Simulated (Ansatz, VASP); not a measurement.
# GaN in VASP and in Ansatz

File INCAR:

```
PREC = Accurate
ENCUT = 520
EDIFF = 1E-6
ISMEAR = 0
SIGMA = 0.05
LREAL = F
LASPH = T
NELM = 60
ALGO = Normal
ISIF = 2
LWAVE = F
LCHARG = T
GGA = RP
IVDW = 13
LELF = T
LVHAR = T
NBANDS = 16
```

The input KPOINTS:

```
Automatic mesh
0
Gamma
  10 10 10
```

File POSCAR:

```
GaN
1.0
    0.0000000000      2.1256529294      2.1256529294
    2.1256529294      0.0000000000      2.1256529294
    2.1256529294      2.1256529294      0.0000000000
Ga N
1 1
Direct
    0.5000000000      0.5000000000      0.5000000000
    0.0000000000      0.0000000000      0.0000000000
```

Input for Ansatz:

```yaml
crystal:
  lattice:
    - [0.0, 2.1256529294, 2.1256529294]
    - [2.1256529294, 0.0, 2.1256529294]
    - [2.1256529294, 2.1256529294, 0.0]
  atoms:
    - { symbol: Ga, position: [0.5, 0.5, 0.5] }
    - { symbol: "N", position: [0.0, 0.0, 0.0] }
basis:
  ecutwfc: 420
  ecutrho_ratio: 4
kpoints:
  mp_grid: { grid: [10, 10, 10] }
hamiltonian:
  xc: rpbe
  dispersion: d4
scf:
  occupations: { method: gaussian, width: 0.05 }
output:
  forces: true
  stress: true
  eigenvalues: true
```

Alike in both runs: task single point; functional RPBE; dispersion D4; k mesh 10 × 10 × 10; occupations gaussian, width 0.05 eV; no spin polarisation.

|  | VASP | Ansatz |
| --- | --- | --- |
| version | VASP 6.6.1 | Ansatz 0.2.0 |
| potentials or method | VASP PAW PBE potentials, release 64 (Ga_d, N), cutoff 520 eV | scalar-relativistic, plane waves, PAW |
| valence electrons in the cell | 18 | 18 |

VASP gave:

```
gap on the k mesh at the Fermi level (eV) : 0.61
least direct gap on the mesh (eV)         : 2.54
pressure (GPa)                            : -7.5
```

Problem. Estimate Ansatz's values.

Solution. gap on the k mesh at the Fermi level (eV): 0.62; least direct gap on the mesh (eV): 2.54; pressure (GPa): -8.3.

VASP's potentials were made for PBE, not for RPBE.
